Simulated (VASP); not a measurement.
Crystal: Te2Mo.

```xyz
6
Lattice="3.4464 0.0000 0.0000 -1.7232 2.9847 0.0000 0.0000 0.0000 13.6883" Properties=species:S:1:pos:R:3 pbc="T T T"
Te    1.7232    0.9949    5.1879
Te    0.0000    1.9898   12.0321
Te    1.7232    0.9949    1.6563
Te    0.0000    1.9898    8.5005
Mo    1.7232    0.9949   10.2663
Mo    0.0000    1.9898    3.4221
```

Base run:

* Program: VASP 6.6.1
* Functional: PBE
* Potentials or basis: VASP PAW PBE potentials, release 64 (Te, Mo_sv)
* Cutoff: 520 eV
* k mesh: 9 × 9 × 2
* Occupations: fermi-dirac, width 0.05 eV
* Spin: no spin polarisation

Its results: band gap on the k mesh 0.74 eV, indirect (least direct gap 1.13 eV); pressure 10.5 GPa; largest force 1.139 eV/Å.

The run is repeated on the same cell with these changes: functional from PBE to r2SCAN; dispersion from none to D3(BJ). What comes out?

Band gap on the k mesh 0.85 eV, indirect (least direct gap 1.23 eV); pressure 8.2 GPa; largest force 0.905 eV/Å.

Several settings changed at once, so the effect can't be laid on one alone.

Caveats: spin-orbit coupling is left out, which moves the levels of the heavy elements; this functional lacks dispersion, which binds the layers, so the pressure and a relaxed spacing across them are unreliable (some runs); forces of over 1 eV/Å act on the atoms, so gaps and moduli don't describe the material at rest (some runs); the PAW data sets were made with another functional, which shifts forces and pressure a little (some runs).

A k mesh can miss the band edges.
